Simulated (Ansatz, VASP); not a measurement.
# One calculation of Ti, two programs

```
CELL_PARAMETERS angstrom
2.93908 0.00000 0.00000
-1.46954 2.54531 0.00000
0.00000 0.00000 4.65599
ATOMIC_POSITIONS crystal
Ti 0.33333 0.66667 0.25000
Ti 0.66667 0.33333 0.75000
```

Alike in both runs: task single point; functional PBE; k mesh 12 × 12 × 7; no spin polarisation.

|  | VASP | Ansatz |
| --- | --- | --- |
| version | VASP 6.6.1 | Ansatz 0.2.0 |
| potentials or method | VASP PAW PBE potentials, release 64 (Ti_sv), cutoff 520 eV | plane waves (420 eV) with PAW, scalar-relativistic |
| occupations | methfessel-paxton of order 1, width 0.01 eV | cold, width 0.01 eV |
| valence electrons in the cell | 24 | 24 |

VASP gave:

| Quantity | Value |
| --- | --- |
| pressure (GPa) | -0.3 |

Q: Which values does Ansatz return?

A: Pressure (GPa): -0.1.
